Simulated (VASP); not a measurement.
Wanted: the native input for a VASP 6.6.1 run.

- Task: single point
- Functional: RPBE
- Potentials or basis: VASP PAW PBE potentials, release 64 (Mg, Te)
- Cutoff: 520 eV
- k mesh: 2 × 2 × 2
- Occupations: methfessel-paxton, width 0.041 eV
- Spin: collinear spin, zero start
- Starting moments: [0.0, 0.0, 0.0, 0.0] μB
- Dipole correction: no
- Further INCAR settings: ALGO = Normal; EDIFF = 1e-06; NBANDS = 18

The structure of Mg3Te lies in POSCAR:

```
Mg3Te
1.0
   -2.1393600000      2.1393600000      5.2824880000
    2.1393600000     -2.1393600000      5.2824880000
    2.1393600000      2.1393600000     -5.2824880000
Mg Te
3 1
Direct
    0.5000000000      0.5000000000      0.0000000000
    0.7500000000      0.2500000000      0.5000000000
    0.2500000000      0.7500000000      0.5000000000
    0.0000000000      0.0000000000      0.0000000000
```

One way to write it, as run:

INCAR

```
SYSTEM = Mg3Te
PREC = Accurate ; ENCUT = 520
EDIFF = 1E-6 ; ISMEAR = 1
SIGMA = 0.041 ; LREAL = .FALSE.
LASPH = .TRUE. ; NELM = 150
ALGO = Normal ; ISIF = 2
LWAVE = .FALSE. ; LCHARG = .FALSE.
ISPIN = 2 ; MAGMOM = 0 0 0 0
LORBIT = 11 ; GGA = RP
NBANDS = 18
```

KPOINTS

```
regular mesh
0
G
  2 2 2
  0 0 0
```

Potentials or basis: VASP PAW PBE potentials, release 64 (Mg, Te).

Run with:

```sh
$ cat potpaw_PBE.64/Mg/POTCAR potpaw_PBE.64/Te/POTCAR > POTCAR
$ mpirun -np 1 vasp_std > vasp.out
```

It gave:

```yaml
Pressure: 3.2 GPa
Band_gap_on_the_k_mesh: zero (filled and empty bands overlap)
Net_moment: 0.00 μB per cell
Valence_electrons_inside_the_program's_atomic_spheres: Mg 0.30, 0.33; Te 3.47
```

Caveat: the k points lie up to 1.04 Å⁻¹ apart; the PAW data sets were made with another functional, which shifts forces and pressure a little; spin-orbit coupling is left out, which moves the levels of the heavy elements.

It took 37 s on 1 thread of Intel(R) Xeon(R) Platinum 8375C CPU @ 2.90GHz (Ice Lake), with other jobs on the host, peak memory 0.38 GiB.
